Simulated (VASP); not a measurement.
# Hf (Fd-3m) in VASP: further runs, part 2 of 3

VASP 6.6.1. The steps go on from the part before.

## 4. Single point, BLYP

This run uses another cell than the first one, of 37.42 Å³/atom, 1.042 times its volume.

The input, INCAR:

```
SYSTEM = Hf
  PREC = Accurate
  ENCUT = 520
  EDIFF = 1E-6
  ISMEAR = -1
  SIGMA = 0.1
  LREAL = .False.
  LASPH = .True.
  NELM = 60
  ALGO = Normal
  ISIF = 2
  LWAVE = .False.
  LCHARG = .True.
  GGA = B5
  ALDAX = 1.0
  AGGAX = 1.0
  AGGAC = 1.0
  ALDAC = 0.0
  LELF = .True.
  LVHAR = .True.
  NBANDS = 17
```

The input, KPOINTS:

```
regular mesh
0
Gamma
  9 9 9
  0 0 0
```

The input, POSCAR:

```
Hf
1.0
    0.0000000000      3.3446514707      3.3446514707
    3.3446514707      0.0000000000      3.3446514707
    3.3446514707      3.3446514707      0.0000000000
Hf
2
Direct
    0.1250000000      0.1250000000      0.1250000000
    0.8750000000      0.8750000000      0.8750000000
```

Potentials or basis: VASP PAW PBE potentials, release 64 (Hf_pv).

Launch:

```bash
$ cat potpaw_PBE.64/Hf_pv/POTCAR > POTCAR
$ mpirun -np 1 vasp_std > vasp.out
```

OUTCAR:

```text
SYSTEM = Hf
   PREC = Accurate
   ENCUT = 520
   EDIFF = 1E-6
   ISMEAR = -1
   LREAL = .False.
   LASPH = .True.
   NELM = 60
   ISIF = 2
   GGA = B5

 ion  position               nearest neighbor table
   1  0.125  0.125  0.125-   2 2.90   2 2.90   2 2.90   2 2.90
   2  0.875  0.875  0.875-   1 2.90   1 2.90   1 2.90   1 2.90

  LATTYP: Found a face centered cubic cell.
 ALAT       =     6.6893029414

  Lattice vectors:

 A1 = (   0.0000000000,   3.3446514707,   3.3446514707)
 A2 = (   3.3446514707,   0.0000000000,   3.3446514707)
 A3 = (   3.3446514707,   3.3446514707,   0.0000000000)

Analysis of symmetry for initial positions (statically):
=====================================================================
 Subroutine PRICEL returns:
 Original cell was already a primitive cell.

 Routine SETGRP: Setting up the symmetry group for a
 face centered cubic supercell.

 Subroutine GETGRP returns: Found 48 space group operations
 (whereof 12 operations were pure point group operations)
 out of a pool of 48 trial point group operations.

The static configuration has the point symmetry D_3d.
 The point group associated with its full space group is O_h .

Analysis of symmetry for dynamics (positions and initial velocities):
=====================================================================
 Subroutine PRICEL returns:
 Original cell was already a primitive cell.

 Routine SETGRP: Setting up the symmetry group for a
 face centered cubic supercell.

 Subroutine GETGRP returns: Found 48 space group operations
 (whereof 12 operations were pure point group operations)
 out of a pool of 48 trial point group operations.

The dynamic configuration has the point symmetry D_3d.
 The point group associated with its full space group is O_h .

 Subroutine INISYM returns: Found 48 space group operations
 (whereof 12 operations are pure point group operations),
 and found     1 'primitive' translations

----------------------------------------------------------------------------------------

                                     Primitive cell

  volume of cell :      74.8312

  direct lattice vectors                    reciprocal lattice vectors
     0.000000000  3.344651471  3.344651471    -0.149492407  0.149492407  0.149492407
     3.344651471  0.000000000  3.344651471     0.149492407 -0.149492407  0.149492407
     3.344651471  3.344651471  0.000000000     0.149492407  0.149492407 -0.149492407

  length of vectors
     4.730051471  4.730051471  4.730051471     0.258928445  0.258928445  0.258928445

  position of ions in fractional coordinates (direct lattice)
     0.125000000  0.125000000  0.125000000
     0.875000000  0.875000000  0.875000000

  ion indices of the primitive-cell ions
   primitive index   ion index
                 1           1
                 2           2

----------------------------------------------------------------------------------------

 KPOINTS: regular mesh

Automatic generation of k-mesh.
 Grid dimensions read from file:
 generate k-points for:    9    9    9

 Generating k-lattice:

  Cartesian coordinates                     Fractional coordinates (reciprocal lattice)
    -0.016610267  0.016610267  0.016610267     0.111111111  0.000000000  0.000000000
     0.016610267 -0.016610267  0.016610267     0.000000000  0.111111111  0.000000000
     0.016610267  0.016610267 -0.016610267     0.000000000  0.000000000  0.111111111

  Length of vectors
     0.028769827  0.028769827  0.028769827

  Shift w.r.t. Gamma in fractional coordinates (k-lattice)
     0.000000000  0.000000000  0.000000000

 Subroutine IBZKPT returns following result:
 ===========================================

 Found     35 irreducible k-points:

 Following reciprocal coordinates:
            Coordinates               Weight
  0.000000  0.000000  0.000000      1.000000
  0.111111  0.000000  0.000000      8.000000
  0.222222  0.000000  0.000000      8.000000
  0.333333  0.000000  0.000000      8.000000
  0.444444  0.000000  0.000000      8.000000
  0.111111  0.111111  0.000000      6.000000
[... 16 lines left out ...]
 -0.333333  0.333333  0.000000     12.000000
  0.444444  0.444444  0.000000      6.000000
 [... further k-points ...]
   k-points           NKPTS =     35   k-points in BZ     NKDIM =     35   number of bands    NBANDS=     17
   number of dos      NEDOS =    301   number of ions     NIONS =      2
   total plane-waves  NPLWV =  46656
   dimension x,y,z NGX =    36 NGY =   36 NGZ =   36
   dimension x,y,z NGXF=    72 NGYF=   72 NGZF=   72
   ions per type =               2
   NGX,Y,Z   is equivalent  to a cutoff of  12.65, 12.65, 12.65 a.u.
   NGXF,Y,Z  is equivalent  to a cutoff of  25.31, 25.31, 25.31 a.u.
 SYSTEM =  Hf
   PREC   = accura    normal or accurate (medium, high low for compatibility)
   ISTART =      0    job   : 0-new  1-cont  2-samecut
   ICHARG =      2    charge: 1-file 2-atom 10-const
   ISPIN  =      1    spin polarized calculation?
   LNONCOLLINEAR =      F non collinear calculations
   LSORBIT =      F    spin-orbit coupling
   LASPH  =      T    aspherical Exc in radial PAW
   ENCUT  =  520.0 eV  38.22 Ry    6.18 a.u.   8.79  8.79  8.79*2*pi/ulx,y,z
   NELM   =     60;   NELMIN=  2; NELMDL= -5     # of ELM steps
   EDIFF  = 0.1E-05   stopping-criterion for ELM
   LREAL  =      F    real-space projection
   EDIFFG = 0.1E-04   stopping-criterion for IOM
   NSW    =      0    number of steps for IOM
   IBRION =     -1    ionic relax: 0-MD 1-quasi-New 2-CG
   NFREE  =      0    steps in history (QN), initial steepest desc. (CG)
   ISIF   =      2    stress and relaxation
   ISYM   =      2    0-nonsym 1-usesym 2-fastsym
   POTIM  = 0.5000    time-step for ionic-motion
   TEBEG  =    0.0;   TEEND  =   0.0 temperature during run
   PSTRESS=    0.0 pullay stress
   NELECT =      20.0000    total number of electrons
   NUPDOWN=      -1.0000    fix difference up-down
   EMIN   =  10.00;   EMAX   =-10.00  energy-range for DOS
   EFERMI =   0.00;   METHOD = LEGACY
   ISMEAR =    -1;   SIGMA  =   0.10  broadening in eV -4-tet -1-fermi 0-gaus
   EFERMI_NEDOS =   21; number of points for ismear=-14 and -15
   IALGO  =     38    algorithm
   IMIX   =      4    mixing-type and parameters
     AMIX     =   0.40;   BMIX     =  1.00
     AMIX_MAG =   1.60;   BMIX_MAG =  1.00
  volume/ion in A,a.u.               =      37.42       252.49
  Fermi-wavevector in a.u.,A,eV,Ry     =   1.054526  1.992765 15.130020  1.112025
  Thomas-Fermi vector in A             =   2.189690
   LORBIT       =      0    0 simple, 1 ext, 2 COOP (PROOUT), +10 PAW based schemes
   GGA     = B5    functional components
   LHFCALC =     F    Hartree Fock is set to
   AEXX    =    0.0000 exact exchange contribution
   IVDW    =     0    specifies the selected vdW correction
   LEPSILON=     F    determine dielectric tensor
   LRPA    =     F    only Hartree local field effects (RPA)
 non-spin polarized calculation
  energy-cutoff  :      520.00
  volume of cell :       74.83
 maximum number of plane-waves:      2025
   NGX = 17   NGY = 17   NGZ = 17

 number of electron      19.9999997 magnetization

 Free energy of the ion-electron system (eV)
  ---------------------------------------------------
  ext. energy  EPLUGINS =         0.00000000
  ---------------------------------------------------
  free energy    TOTEN  =       -12.91313796 eV

  energy without entropy =      -12.73919398  energy(sigma->0) =      -12.82616597

 E-fermi :   1.7726     XC(G=0):  -8.1721

 val. band max:        1.7586952308   @ k =   0.2222   0.0000   0.0000
 cond. band min:       1.7869868372   @ k =  -0.2222   0.2222   0.0000
 fundamental gap:      0.0282916064
 Fermi energy:         1.7725527734

 k-point     1 :       0.0000    0.0000    0.0000
  band No.  band energies     occupation
      1     -29.0750      2.00000
      2     -29.0750      2.00000
      3     -29.0750      2.00000
      4     -28.5850      2.00000
      5     -28.5850      2.00000
      6     -28.5850      2.00000
[... 9 lines left out ...]
     16       6.9281      0.00000
     17       6.9281      0.00000

 k-point     2 :       0.1111    0.0000    0.0000
  band No.  band energies     occupation
      1     -29.0816      2.00000
      2     -29.0816      2.00000
      3     -29.0735      2.00000
      4     -28.5877      2.00000
      5     -28.5782      2.00000
      6     -28.5782      2.00000
[... 9 lines left out ...]
     16       6.8885      0.00000
     17       6.8885      0.00000
[... 421 lines left out ...]
 k-point    24 :       0.4444    0.4444    0.0000
  band No.  band energies     occupation
      1     -29.1750      2.00000
      2     -29.1750      2.00000
      3     -28.8797      2.00000
      4     -28.7951      2.00000
      5     -28.4812      2.00000
      6     -28.4812      2.00000
[... 9 lines left out ...]
     16       4.9472      0.00000
     17       6.5792      0.00000

 [... further k-points ...]
[... 5 lines left out ...]
  --------------------------------------------------------------------------------------
  -------------------------------------------------------------------------------------
  Total       -0.0272621     -0.0272621     -0.0272621     -0.0000000     -0.0000000      0.0000000
  in kB       -0.5836960     -0.5836960     -0.5836960     -0.0000000     -0.0000000      0.0000000
  external PRESSURE =      -0.5836960 kB  Pullay stress =       0.0000000 kB

 VOLUME and BASIS-vectors are now :
 -----------------------------------------------------------------------------
  energy-cutoff  :      520.00
  volume of cell :       74.83
      direct lattice vectors                 reciprocal lattice vectors
     0.000000000  3.344651471  3.344651471    -0.149492407  0.149492407  0.149492407
     3.344651471  0.000000000  3.344651471     0.149492407 -0.149492407  0.149492407
     3.344651471  3.344651471  0.000000000     0.149492407  0.149492407 -0.149492407

 POSITION                                       TOTAL-FORCE (eV/Angst)
 -----------------------------------------------------------------------------------
      0.83616      0.83616      0.83616         0.000000      0.000000      0.000000
      5.85314      5.85314      5.85314        -0.000000     -0.000000     -0.000000
 -----------------------------------------------------------------------------------
    total drift:                                0.000000      0.000000      0.000000

  FREE ENERGIE OF THE ION-ELECTRON SYSTEM (eV)
  ---------------------------------------------------
  free  energy   TOTEN  =       -12.9131379562 eV

  energy  without entropy=      -12.7391939790  energy(sigma->0) =      -12.82616597
```

OSZICAR:

```text
N       E                     dE             d eps       ncg     rms          rms(c)
DAV:   1     0.550792004644E+02    0.55079E+02   -0.10904E+04  1206   0.104E+03
DAV:   2    -0.110632162704E+02   -0.66142E+02   -0.64705E+02  1547   0.233E+02
DAV:   3    -0.132885378931E+02   -0.22253E+01   -0.21767E+01  1677   0.278E+01
DAV:   4    -0.133244682717E+02   -0.35930E-01   -0.35854E-01  1516   0.418E+00
DAV:   5    -0.133253810309E+02   -0.91276E-03   -0.91242E-03  1793   0.523E-01    0.278E+01
DAV:   6    -0.129645023714E+02    0.36088E+00   -0.70351E-01  1307   0.388E+00    0.158E+01
DAV:   7    -0.129236103235E+02    0.40892E-01   -0.43682E-01  1525   0.336E+00    0.183E+00
DAV:   8    -0.129133336442E+02    0.10277E-01   -0.79273E-02  1315   0.120E+00    0.119E-01
DAV:   9    -0.129130768641E+02    0.25678E-03   -0.22370E-03  1519   0.243E-01    0.790E-02
DAV:  10    -0.129131311550E+02   -0.54291E-04   -0.94814E-05  1562   0.544E-02    0.417E-02
DAV:  11    -0.129131375688E+02   -0.64139E-05   -0.22065E-05  1598   0.223E-02    0.596E-03
DAV:  12    -0.129131379562E+02   -0.38736E-06   -0.89491E-07  1100   0.450E-03
   1 F= -.12913138E+02 E0= -.12826166E+02  d E =-.173944E+00
```

It took 45 s on 1 thread of Intel Xeon Platinum 8259CL at 2.50GHz (Skylake/Cascade Lake), shared host; peak memory 0.21 GiB.

Results:

```
Free energy            : -12.9131 eV
Pressure               : -0.1 GPa
Band gap on the k mesh : zero (band 10 reaches 2.06 eV, above the bottom of band 11 at 1.51 eV)
```

Caveat: the PAW data sets were made with another functional, which shifts forces and pressure a little; spin-orbit coupling is left out, which moves the levels of the heavy elements.

## 5. Single point, BLYP (volume scaled by 1.04)

The input, INCAR:

```
AGGAC = 1.0 ; AGGAX = 1.0
ALDAC = 0.0 ; ALDAX = 1.0
ALGO = Normal ; EDIFF = 1E-6
ENCUT = 520 ; GGA = B5
ISIF = 2 ; ISMEAR = -1
LASPH = True ; LCHARG = False
LREAL = False ; LWAVE = False
NBANDS = 17 ; NELM = 100
PREC = Accurate ; SIGMA = 0.1
```

The input, KPOINTS:

```
k-points
0
Gamma
  9 9 9
```

The input, POSCAR:

```
Hf
1.0
    0.0000000000      3.3886650900      3.3886650900
    3.3886650900      0.0000000000      3.3886650900
    3.3886650900      3.3886650900      0.0000000000
Hf
2
Direct
    0.1250000000      0.1250000000      0.1250000000
    0.8750000000      0.8750000000      0.8750000000
```

Launch:

```bash
$ cat potpaw_PBE.64/Hf_pv/POTCAR > POTCAR
$ mpirun -np 1 vasp_std > vasp.out
```

It took 43 s on 1 thread of Intel Xeon Platinum 8259CL at 2.50GHz (Skylake/Cascade Lake), shared host; peak memory 0.21 GiB.

The run converged. Its results:

```
Free energy            : -12.9024 eV
Pressure               : -1.1 GPa
Band gap on the k mesh : zero (band 10 reaches 1.85 eV, above the bottom of band 11 at 1.35 eV)
```

Levels at points of the mesh, in eV from the Fermi level:
```
           k point  band 7  band 8  band 9  band 10  band 11  band 12  band 13  band 14
(0.00, 0.00, 0.00)   -4.80   -0.20   -0.20     0.11     0.11     0.11     1.84     1.84
```

Caveat: the cell differs from its parent crystal (volume scaled by 1.04); the PAW data sets were made with another functional, which shifts forces and pressure a little; spin-orbit coupling is left out, which moves the levels of the heavy elements.

(Part 2 of 3 ends here.)
